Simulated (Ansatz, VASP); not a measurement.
WS2 in VASP and in Ansatz

The input POSCAR:

```
WS2
1.0
    3.1835163552      0.0000000000      0.0000000000
   -1.5917581776      2.7570060369      0.0000000000
    0.0000000000      0.0000000000     16.9505778900
W S
1 2
Direct
    0.0000000000      0.0000000000      0.0000000000
    0.3333333333      0.6666666667      0.0920005100
    0.3333333333      0.6666666667      0.9079994900
```

File INCAR.step1:

```
SYSTEM = WS2
PREC     = Accurate       ! precision mode
ENCUT    = 520            ! plane-wave cutoff, eV
EDIFF    = 1E-5           ! SCF threshold, eV
ISMEAR   = -1             ! smearing method
SIGMA    = 0.05           ! smearing width, eV
LREAL    = .FALSE.        ! projectors in reciprocal space
LASPH    = .TRUE.         ! aspherical terms in the spheres
NELM     = 80             ! most SCF steps
ALGO     = Normal         ! electronic algorithm
ISIF     = 2              ! what is computed and relaxed
LWAVE    = .TRUE.         ! write WAVECAR
LCHARG   = .FALSE.        ! write CHGCAR
NBANDS   = 20             ! bands
GGA      = PE             ! functional
```

Contents of INCAR.step2:

```
SYSTEM = WS2
PREC     = Accurate       ! precision mode
ENCUT    = 520            ! plane-wave cutoff, eV
EDIFF    = 1E-6           ! SCF threshold, eV
ISMEAR   = -1             ! smearing method
SIGMA    = 0.05           ! smearing width, eV
LREAL    = .FALSE.        ! projectors in reciprocal space
LASPH    = .TRUE.         ! aspherical terms in the spheres
NELM     = 80             ! most SCF steps
ALGO     = Normal         ! electronic algorithm
ISIF     = 2              ! what is computed and relaxed
LWAVE    = .FALSE.        ! write WAVECAR
LCHARG   = .FALSE.        ! write CHGCAR
GGA      = B3             ! functional
LHFCALC  = .TRUE.         ! exact exchange
AEXX     = 0.2            ! exact-exchange fraction
AGGAX    = 0.72         
AGGAC    = 0.81         
ALDAC    = 0.19         
PRECFOCK = Normal       
NBANDS   = 20             ! bands
ISTART   = 1
```

KPOINTS

```
Automatic mesh
0
G
  5 5 1
  0 0 0
```

File input.yaml:

```yaml
crystal:
  lattice:
    - [3.1835163552, 0.0, 0.0]
    - [-1.5917581776, 2.7570060369, 0.0]
    - [0.0, 0.0, 16.95057789]
  atoms:
    - { symbol: W, position: [0.0, 0.0, 0.0] }
    - { symbol: S, position: [0.3333333333, 0.6666666667, 0.09200051] }
    - { symbol: S, position: [0.3333333333, 0.6666666667, 0.90799949] }
hamiltonian:
  xc: b3lyp
  pseudopotentials: { kind: paw }
kpoints:
  mp_grid: { grid: [5, 5, 1] }
  band_path:
    path:
      - [[0.0, 0.0, 0.0], [0.5, 0.0, 0.0], [0.3333333333, 0.3333333333, 0.0], [0.0, 0.0, 0.0], [0.0, 0.0, 0.5], [0.5, 0.0, 0.5], [0.3333333333, 0.3333333333, 0.5], [0.0, 0.0, 0.5]]
      - [[0.5, 0.0, 0.5], [0.5, 0.0, 0.0]]
      - [[0.3333333333, 0.3333333333, 0.0], [0.3333333333, 0.3333333333, 0.5]]
    npoints: 4
scf:
  occupations: { method: fermi_dirac, width: 0.05 }
  n_extra_bands: 7
output:
  forces: true
  stress: true
  eigenvalues: true
  fatbands: false
```

Alike in both runs: functional B3LYP; k mesh 5 × 5 × 1; occupations fermi-dirac, width 0.05 eV; no spin polarisation.

|  | VASP | Ansatz |
| --- | --- | --- |
| version | VASP 6.6.1 | Ansatz 0.2.0 |
| potentials or method | VASP PAW PBE potentials, release 64 (W_sv, S) | Ansatz PAW |
| plane-wave cutoff (eV) | 520 | 420 |
| valence electrons in the cell | 26 | 26 |
| task | single point | band structure |

Ansatz gave:

- gap on the k mesh at the Fermi level (eV): 3.21
- rms of the force components (eV/Å): 0.122

**Question.** What did VASP give for the same quantities?

**Answer.** gap on the k mesh at the Fermi level (eV): 3.25; rms of the force components (eV/Å): 0.120.

VASP's potentials were made for PBE, not for B3LYP. Atom by atom the forces differ by 0.002 eV/Å (rms over components). The functional is the same, so the differences come from potentials, cutoffs and numerics.

The k mesh is coarse, so the values compare programs but aren't converged. Spin-orbit coupling is off throughout.
